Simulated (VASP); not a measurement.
A run of VASP 6.6.1 is set up as follows.

Contents of INCAR:

```
PREC = Accurate
ENCUT = 520
EDIFF = 1E-7
ISMEAR = 0
SIGMA = 0.02
LREAL = False
LASPH = True
NELM = 60
ALGO = Normal
ISIF = 2
LWAVE = False
LCHARG = False
NBANDS = 16
```

The input KPOINTS:

```
Automatic mesh
0
Gamma
  12 12 6
```

POSCAR

```
BN
1.0
    2.5227876979      0.0000000000      0.0000000000
   -1.2613938489      2.1847982347      0.0000000000
    0.0000000000      0.0000000000      4.1744869158
B N
2 2
Direct
    0.6666666667      0.3333333333      0.9997124671
    0.3333333333      0.6666666667      0.4997124671
    0.6666666667      0.3333333333      0.6252875329
    0.3333333333      0.6666666667      0.1252875329
```

Potentials or basis: VASP PAW LDA potentials, release 64 (B, N).

Launch:

```console
$ cat potpaw_LDA.64/B/POTCAR potpaw_LDA.64/N/POTCAR > POTCAR
$ mpirun -np 1 vasp_std > vasp.out
```

Predict the largest force.

0.005 eV/Å.

Estimate the band gap on the k mesh.

4.91 eV, indirect (least direct gap 8.28 eV).

What does it give for the pressure?

1.2 GPa.

Forces on the atoms (eV/Å):
```
B    0.000  0.000 -0.005
B    0.000  0.000 -0.005
N    0.000  0.000  0.005
N    0.000  0.000  0.005
```

A k mesh can miss the band edges.
